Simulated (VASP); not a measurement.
Wanted: the native input for a VASP 6.6.1 run.

```
Task                   : single point
Functional             : PBE
Potentials or basis    : VASP PAW PBE potentials, release 64 (Al, As)
Cutoff                 : 500 eV
k mesh                 : 3 × 3 × 3
Occupations            : gaussian, width 0.2 eV
Spin                   : no spin polarisation
Dipole correction      : no
Further INCAR settings : ALGO = Normal; EDIFF = 1e-06; NBANDS = 34
```

The structure of AlAs4 lies in POSCAR:

```
AlAs4
1.0
    0.0000000000      4.9057704572      4.9057704572
    4.9057704572      0.0000000000      4.9057704572
    4.9057704572      4.9057704572      0.0000000000
Al As
2 8
Direct
    0.5000000000      0.5000000000      0.5000000000
    0.2500000000      0.2500000000      0.2500000000
    0.4964005603      0.0035994397      0.0035994397
    0.0035994397      0.4964005603      0.4964005603
    0.0035994397      0.4964005603      0.0035994397
    0.4964005603      0.0035994397      0.4964005603
    0.0035994397      0.0035994397      0.4964005603
    0.4964005603      0.4964005603      0.0035994397
    0.7500000000      0.7500000000      0.7500000000
    0.0000000000      0.0000000000      0.0000000000
```

One way to write it, as run:

INCAR

```
PREC = Accurate ; ENCUT = 500
EDIFF = 1E-6 ; ISMEAR = 0
SIGMA = 0.2 ; LREAL = False
LASPH = True ; NELM = 120
ALGO = Normal ; ISIF = 2
LWAVE = False ; LCHARG = False
GGA = PE ; NBANDS = 34
GGA_COMPAT = False
```

KPOINTS

```
regular mesh
0
Gamma
  3 3 3
```

Potentials or basis: VASP PAW PBE potentials, release 64 (Al, As).

Run with:

```sh
$ cat potpaw_PBE.64/Al/POTCAR potpaw_PBE.64/As/POTCAR > POTCAR
$ mpirun -np 1 vasp_std > vasp.out
```

It gave:

```
Pressure               : 0.0 GPa
Largest force          : 0.022 eV/Å
Band gap on the k mesh : zero (band 23 reaches 4.15 eV, above the bottom of band 24 at 4.11 eV)
```

Caveat: the k points lie up to 0.37 Å⁻¹ apart.

Run time: 110 s on 1 thread of Intel Xeon 8259CL, on a shared host, peak memory 0.39 GiB.
